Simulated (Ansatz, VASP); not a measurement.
PC: VASP beside Ansatz

```xyz
4
Lattice="0.0000 2.7371 2.7371 2.7371 0.0000 2.7371 2.7371 2.7371 0.0000" Properties=species:S:1:pos:R:3 pbc="T T T"
P     0.0000    0.0000    0.0000
P     1.3686    1.3686    1.3686
C     2.7371    2.7371    2.7371
C     4.1057    4.1057    4.1057
```

Change from the starting cell: species swapped into the NaIn type (Fd-3m, No. 227).

Alike in both runs: functional PBE; k mesh 5 × 5 × 5; occupations gaussian, width 0.2 eV; no spin polarisation.

Ansatz relaxed the structure, and its values are those at the end. VASP's run is a single point on that final structure, the one shown.

|  | VASP | Ansatz |
| --- | --- | --- |
| version | VASP 6.6.1 | Ansatz 0.2.0 |
| potentials or method | VASP PAW PBE potentials, release 64 (P, C), cutoff 600 eV | scalar-relativistic, plane waves, PAW |
| valence electrons in the cell | 18 | 18 |

|  | VASP | Ansatz | Ansatz less VASP |
| --- | --- | --- | --- |
| gap on the k mesh at the Fermi level (eV) | none | none | - |
| pressure (GPa) | -0.3 | 0.0 | +0.30 |

A gap of «none» marks a metal or a gap that the smearing closes.

The k mesh is coarse, so the values compare programs but aren't converged.
